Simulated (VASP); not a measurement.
Crystal: ZnIn3.

```
Zn In
1.0
     5.21948    0.00000    0.00000
     2.60974    4.52020    0.00000
     2.60974    1.50673    4.26169
Zn In
1 3
Direct
  0.00000 0.00000 0.00000
  0.25000 0.25000 0.25000
  0.75000 0.75000 0.75000
  0.50000 0.50000 0.50000
```

- Program: VASP 6.6.1
- Task: relaxation of cell and atoms
- Functional: LDA
- Potentials or basis: VASP PAW LDA potentials, release 64 (Zn, In_d)
- Cutoff: 600 eV
- k mesh: 10 × 10 × 10
- Occupations: fermi-dirac, width 0.05 eV
- Spin: no spin polarisation

At the start: pressure -4.4 GPa; volume 25.14 Å³/atom.

Task: Where does the relaxation end?

Result: Over 3 steps the energy falls by 42.4 meV/atom and the volume is 22.44 Å³/atom (-10.7 %); space group Fm-3m (No. 225, to 0.1 Å) before and after.

Step by step:
```tsv
step	energy change (eV)	largest force (eV/Å)	pressure (GPa)	volume (Å³)
1	0.0000	0.0000	-4.43	100.55
2	-0.1676	0.0000	-0.59	90.76
3	-0.1696	0.0000	-0.04	89.77
```

Final structure:
```cif
data_structure
_symmetry_space_group_name_H-M 'P 1'
_symmetry_Int_Tables_number 1
_cell_length_a 5.0259
_cell_length_b 5.0259
_cell_length_c 5.0259
_cell_angle_alpha 60.000
_cell_angle_beta 60.000
_cell_angle_gamma 60.000
_cell_volume 89.77
loop_
_atom_site_label
_atom_site_type_symbol
_atom_site_fract_x
_atom_site_fract_y
_atom_site_fract_z
_atom_site_occupancy
Zn1 Zn 0.00000 0.00000 0.00000 1
In1 In 0.25000 0.25000 0.25000 1
In2 In 0.75000 0.75000 0.75000 1
In3 In 0.50000 0.50000 0.50000 1
```
